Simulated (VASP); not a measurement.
# GaN (P6_3mc) in VASP: single point with PBE

Aim: the single point of GaN with PBE.

Everything below comes from runs of VASP 6.6.1. Logs are shortened: lines on timing, memory, paths and dates and some standing lists are left out, and cuts for length are marked.

### Step 1. The cell of the first run

Symmetry: P6_3mc, No. 186, hexagonal system. Conventional cell: a = 3.177 Å, b = 3.177 Å, c = 5.175 Å, α = 90.00°, β = 90.00°, γ = 120.00°. Ga (site symmetry 3m) has 4 N at 1.94 to 1.95 Å within 2.6 Å. Within 2.6 Å of N (site symmetry 3m) lie 4 Ga at 1.94 to 1.95 Å.

### Step 2. Single point, PBE

File INCAR:

```
SYSTEM = GaN
ALGO = Normal ; EDIFF = 1E-6
ENCUT = 520 ; GGA = PE
ISIF = 2 ; ISMEAR = 0
LASPH = .TRUE. ; LCHARG = .TRUE.
LELF = .TRUE. ; LREAL = .FALSE.
LVHAR = .TRUE. ; LWAVE = .FALSE.
NBANDS = 26 ; NELM = 100
PREC = Accurate ; SIGMA = 0.05
```

File KPOINTS:

```
k-points
0
G
  4 4 4
  0 0 0
```

File POSCAR:

```
GaN
1.0
    3.1771651428      0.0000000001      0.0000000000
   -1.5885825715      2.7515057256      0.0000000000
    0.0000000000      0.0000000000      5.1752186774
Ga N
2 2
Direct
    0.3333333333      0.6666666667     -0.0008277438
    0.6666666667      0.3333333333      0.4991722562
    0.3333333333      0.6666666667      0.3758277438
    0.6666666667      0.3333333333      0.8758277438
```

Potentials or basis: VASP PAW PBE potentials, release 64 (Ga_d, N).

Started as:

```bash
cat potpaw_PBE.64/Ga_d/POTCAR potpaw_PBE.64/N/POTCAR > POTCAR
mpirun -np 1 vasp_std > vasp.out
```

OUTCAR:

```text
SYSTEM = GaN
   EDIFF = 1E-6
   ENCUT = 520
   GGA = PE
   ISIF = 2
   ISMEAR = 0
   LASPH = .TRUE.
   LREAL = .FALSE.
   NELM = 100
   PREC = Accurate

 ion  position               nearest neighbor table
   1  0.333  0.667  0.999-   4 1.94   4 1.94   4 1.94   3 1.95
   2  0.667  0.333  0.499-   3 1.94   3 1.94   3 1.94   4 1.95
   3  0.333  0.667  0.376-   2 1.94   2 1.94   2 1.94   1 1.95
   4  0.667  0.333  0.876-   1 1.94   1 1.94   1 1.94   2 1.95

  LATTYP: Found a hexagonal cell.
 ALAT       =     3.1771651428
 C/A-ratio  =     1.6288793452

  Lattice vectors:

 A1 = (   3.1771651428,   0.0000000001,   0.0000000000)
 A2 = (  -1.5885825715,   2.7515057256,   0.0000000000)
 A3 = (   0.0000000000,   0.0000000000,   5.1752186774)

Analysis of symmetry for initial positions (statically):
=====================================================================
 Subroutine PRICEL returns:
 Original cell was already a primitive cell.

 Routine SETGRP: Setting up the symmetry group for a
 hexagonal supercell.

 Subroutine GETGRP returns: Found 12 space group operations
 (whereof  6 operations were pure point group operations)
 out of a pool of 24 trial point group operations.

The static configuration has the point symmetry C_3v.
 The point group associated with its full space group is C_6v.

Analysis of symmetry for dynamics (positions and initial velocities):
=====================================================================
 Subroutine PRICEL returns:
 Original cell was already a primitive cell.

 Routine SETGRP: Setting up the symmetry group for a
 hexagonal supercell.

 Subroutine GETGRP returns: Found 12 space group operations
 (whereof  6 operations were pure point group operations)
 out of a pool of 24 trial point group operations.

The dynamic configuration has the point symmetry C_3v.
 The point group associated with its full space group is C_6v.

 Subroutine INISYM returns: Found 12 space group operations
 (whereof  6 operations are pure point group operations),
 and found     1 'primitive' translations

----------------------------------------------------------------------------------------

                                     Primitive cell

  volume of cell :      45.2417

  direct lattice vectors                    reciprocal lattice vectors
     3.177165143  0.000000000  0.000000000     0.314745994  0.181718684  0.000000000
    -1.588582571  2.751505726  0.000000000    -0.000000000  0.363437368  0.000000000
     0.000000000  0.000000000  5.175218677     0.000000000  0.000000000  0.193228550

  length of vectors
     3.177165143  3.177165143  5.175218677     0.363437368  0.363437368  0.193228550

  position of ions in fractional coordinates (direct lattice)
     0.333333333  0.666666667  0.999172256
     0.666666667  0.333333333  0.499172256
     0.333333333  0.666666667  0.375827744
     0.666666667  0.333333333  0.875827744

  ion indices of the primitive-cell ions
   primitive index   ion index
                 1           1
                 2           2
                 3           3
                 4           4

----------------------------------------------------------------------------------------

 KPOINTS: k-points

Automatic generation of k-mesh.
 Grid dimensions read from file:
 generate k-points for:    4    4    4

 Generating k-lattice:

  Cartesian coordinates                     Fractional coordinates (reciprocal lattice)
     0.078686498  0.045429671  0.000000000     0.250000000  0.000000000  0.000000000
    -0.000000000  0.090859342  0.000000000     0.000000000  0.250000000  0.000000000
     0.000000000  0.000000000  0.048307137     0.000000000  0.000000000  0.250000000

  Length of vectors
     0.090859342  0.090859342  0.048307137

  Shift w.r.t. Gamma in fractional coordinates (k-lattice)
     0.000000000  0.000000000  0.000000000

 Subroutine IBZKPT returns following result:
 ===========================================

 Found     12 irreducible k-points:

 Following reciprocal coordinates:
            Coordinates               Weight
  0.000000  0.000000  0.000000      1.000000
  0.250000  0.000000  0.000000      6.000000
  0.500000  0.000000  0.000000      3.000000
  0.250000  0.250000  0.000000      6.000000
  0.000000  0.000000  0.250000      2.000000
  0.250000  0.000000  0.250000     12.000000
  0.500000  0.000000  0.250000      6.000000
  0.250000  0.250000  0.250000     12.000000
  0.000000  0.000000  0.500000      1.000000
  0.250000  0.000000  0.500000      6.000000
  0.500000  0.000000  0.500000      3.000000
  0.250000  0.250000  0.500000      6.000000
   k-points           NKPTS =     12   k-points in BZ     NKDIM =     12   number of bands    NBANDS=     26
   number of dos      NEDOS =    301   number of ions     NIONS =      4
   total plane-waves  NPLWV =  23040
   dimension x,y,z NGX =    24 NGY =   24 NGZ =   40
   dimension x,y,z NGXF=    48 NGYF=   48 NGZF=   80
   ions per type =               2   2
   NGX,Y,Z   is equivalent  to a cutoff of  12.56, 12.56, 12.85 a.u.
   NGXF,Y,Z  is equivalent  to a cutoff of  25.12, 25.12, 25.70 a.u.
 SYSTEM =  GaN
   PREC   = accura    normal or accurate (medium, high low for compatibility)
   ISTART =      0    job   : 0-new  1-cont  2-samecut
   ICHARG =      2    charge: 1-file 2-atom 10-const
   ISPIN  =      1    spin polarized calculation?
   LNONCOLLINEAR =      F non collinear calculations
   LSORBIT =      F    spin-orbit coupling
   LASPH  =      T    aspherical Exc in radial PAW
   ENCUT  =  520.0 eV  38.22 Ry    6.18 a.u.   5.91  5.91  9.62*2*pi/ulx,y,z
   NELM   =    100;   NELMIN=  2; NELMDL= -5     # of ELM steps
   EDIFF  = 0.1E-05   stopping-criterion for ELM
   LREAL  =      F    real-space projection
   EDIFFG = 0.1E-04   stopping-criterion for IOM
   NSW    =      0    number of steps for IOM
   IBRION =     -1    ionic relax: 0-MD 1-quasi-New 2-CG
   NFREE  =      0    steps in history (QN), initial steepest desc. (CG)
   ISIF   =      2    stress and relaxation
   ISYM   =      2    0-nonsym 1-usesym 2-fastsym
   POTIM  = 0.5000    time-step for ionic-motion
   TEBEG  =    0.0;   TEEND  =   0.0 temperature during run
   PSTRESS=    0.0 pullay stress
   NELECT =      36.0000    total number of electrons
   NUPDOWN=      -1.0000    fix difference up-down
   EMIN   =  10.00;   EMAX   =-10.00  energy-range for DOS
   EFERMI =   0.00;   METHOD = LEGACY
   ISMEAR =     0;   SIGMA  =   0.05  broadening in eV -4-tet -1-fermi 0-gaus
   EFERMI_NEDOS =   21; number of points for ismear=-14 and -15
   IALGO  =     38    algorithm
   IMIX   =      4    mixing-type and parameters
     AMIX     =   0.40;   BMIX     =  1.00
     AMIX_MAG =   1.60;   BMIX_MAG =  1.00
  volume/ion in A,a.u.               =      11.31        76.33
  Fermi-wavevector in a.u.,A,eV,Ry     =   1.517036  2.866783 31.312444  2.301400
  Thomas-Fermi vector in A             =   2.626346
   LORBIT       =      0    0 simple, 1 ext, 2 COOP (PROOUT), +10 PAW based schemes
   GGA     = PE    functional components
   LHFCALC =     F    Hartree Fock is set to
   AEXX    =    0.0000 exact exchange contribution
   IVDW    =     0    specifies the selected vdW correction
   LEPSILON=     F    determine dielectric tensor
   LRPA    =     F    only Hartree local field effects (RPA)
 non-spin polarized calculation
 Gauss-broadening in eV      SIGMA  =   0.05
  energy-cutoff  :      520.00
  volume of cell :       45.24
 maximum number of plane-waves:      1244
 NGX is ok and might be reduce to    24
   NGX = 11   NGY = 11   NGZ = 19

 number of electron      36.0000002 magnetization

 Free energy of the ion-electron system (eV)
  ---------------------------------------------------
  ext. energy  EPLUGINS =         0.00000000
  ---------------------------------------------------
  free energy    TOTEN  =       -24.22408622 eV

  energy without entropy =      -24.22408622  energy(sigma->0) =      -24.22408622

 E-fermi :   5.7287     XC(G=0): -11.7165

 val. band max:        5.4516019885   @ k =   0.0000   0.0000   0.0000
 cond. band min:       7.4179879729   @ k =   0.0000   0.0000   0.0000
 fundamental gap:      1.9663859844
 Fermi energy:         5.7287207819

 k-point     1 :       0.0000    0.0000    0.0000
  band No.  band energies     occupation
      1     -10.6205      2.00000
      2      -9.6715      2.00000
      3      -8.0206      2.00000
      4      -8.0035      2.00000
      5      -8.0035      2.00000
      6      -7.9403      2.00000
[... 18 lines left out ...]
     25      17.2104      0.00000
     26      17.2104      0.00000

 k-point     2 :       0.2500    0.0000    0.0000
  band No.  band energies     occupation
      1     -10.1060      2.00000
      2      -9.5570      2.00000
      3      -7.9637      2.00000
      4      -7.9431      2.00000
      5      -7.8779      2.00000
      6      -7.8353      2.00000
[... 18 lines left out ...]
     25      16.9252      0.00000
     26      18.2393      0.00000

 k-point     3 :       0.5000    0.0000    0.0000
  band No.  band energies     occupation
      1      -9.6820      2.00000
      2      -9.4968      2.00000
      3      -7.9545      2.00000
      4      -7.9282      2.00000
      5      -7.8295      2.00000
      6      -7.7869      2.00000
[... 18 lines left out ...]
     25      17.9387      0.00000
     26      18.8463      0.00000

 k-point     4 :       0.2500    0.2500    0.0000
  band No.  band energies     occupation
      1      -9.6676      2.00000
      2      -9.5039      2.00000
      3      -7.9863      2.00000
      4      -7.8599      2.00000
      5      -7.8041      2.00000
      6      -7.7904      2.00000
[... 18 lines left out ...]
     25      16.5311      0.00000
     26      19.2195      0.00000
[... 148 lines left out ...]
      1      -9.7379      2.00000
      2      -9.7379      2.00000
      3      -7.9388      2.00000
      4      -7.9388      2.00000
      5      -7.8915      2.00000
      6      -7.8915      2.00000
[... 18 lines left out ...]
     25      17.1102      0.00000
     26      17.1102      0.00000

 k-point    11 :       0.5000    0.0000    0.5000
  band No.  band energies     occupation
      1      -9.5367      2.00000
      2      -9.5367      2.00000
      3      -7.9562      2.00000
      4      -7.9562      2.00000
      5      -7.8277      2.00000
      6      -7.8277      2.00000
[... 18 lines left out ...]
     25      17.7381      0.00000
     26      17.7381      0.00000

 k-point    12 :       0.2500    0.2500    0.5000
  band No.  band energies     occupation
      1      -9.5305      2.00000
      2      -9.5305      2.00000
      3      -7.9024      2.00000
      4      -7.9024      2.00000
      5      -7.8553      2.00000
      6      -7.8553      2.00000
[... 18 lines left out ...]
     25      17.9775      0.00000
     26      17.9775      0.00000

------------------------ aborting loop because EDIFF is reached ----------------------------------------

  FORCE on cell =-STRESS in cart. coord.  units (eV):
  Direction    XX          YY          ZZ          XY          YZ          ZX
  --------------------------------------------------------------------------------------
  -------------------------------------------------------------------------------------
  Total        2.1193281      2.1193281      1.9866823     -0.0000000      0.0000000      0.0000000
  in kB       75.0533106     75.0533106     70.3558286     -0.0000000      0.0000000      0.0000000
  external PRESSURE =      73.4874832 kB  Pullay stress =       0.0000000 kB

 VOLUME and BASIS-vectors are now :
 -----------------------------------------------------------------------------
  energy-cutoff  :      520.00
  volume of cell :       45.24
      direct lattice vectors                 reciprocal lattice vectors
     3.177165143  0.000000000  0.000000000     0.314745994  0.181718684  0.000000000
    -1.588582571  2.751505726  0.000000000    -0.000000000  0.363437368  0.000000000
     0.000000000  0.000000000  5.175218677     0.000000000  0.000000000  0.193228550

 POSITION                                       TOTAL-FORCE (eV/Angst)
 -----------------------------------------------------------------------------------
     -0.00000      1.83434      5.17093        -0.000000      0.000000      0.002376
      1.58858      0.91717      2.58333         0.000000     -0.000000      0.002376
     -0.00000      1.83434      1.94499         0.000000     -0.000000     -0.002376
      1.58858      0.91717      4.53260        -0.000000      0.000000     -0.002376
 -----------------------------------------------------------------------------------
    total drift:                               -0.000001     -0.000001     -0.000701

  FREE ENERGIE OF THE ION-ELECTRON SYSTEM (eV)
  ---------------------------------------------------
  free  energy   TOTEN  =       -24.2240862249 eV

  energy  without entropy=      -24.2240862249  energy(sigma->0) =      -24.22408622
```

It took 32 s on 1 thread of Intel Xeon 6975P-C, shared host; peak memory 0.13 GiB.

What came out:

```
Free energy            : -24.2241 eV
Pressure               : 7.3 GPa
Band gap on the k mesh : 1.97 eV, direct
```

Forces on the atoms (eV/Å):
```
Ga   0.000  0.000  0.002
Ga   0.000  0.000  0.002
N    0.000  0.000 -0.002
N    0.000  0.000 -0.002
```

Levels at points of the mesh, in eV from the valence-band top:
| k point | band 15 | band 16 | band 17 | band 18 | band 19 | band 20 | band 21 | band 22 |
| --- | --- | --- | --- | --- | --- | --- | --- | --- |
| (0.00, 0.00, 0.00) | -1.05 | -0.04 | 0.00 | 0.00 | 1.97 | 4.30 | 9.24 | 9.93 |
| (0.50, 0.00, 0.00) | -4.25 | -2.78 | -2.24 | -1.01 | 5.07 | 5.60 | 6.06 | 8.66 |
| (0.00, 0.00, 0.50) | -0.54 | -0.54 | -0.54 | -0.54 | 4.30 | 4.30 | 8.50 | 8.50 |
| (0.50, 0.00, 0.50) | -1.97 | -1.97 | -1.92 | -1.92 | 4.42 | 4.42 | 7.81 | 7.81 |

Caveat: the k points lie up to 0.57 Å⁻¹ apart.
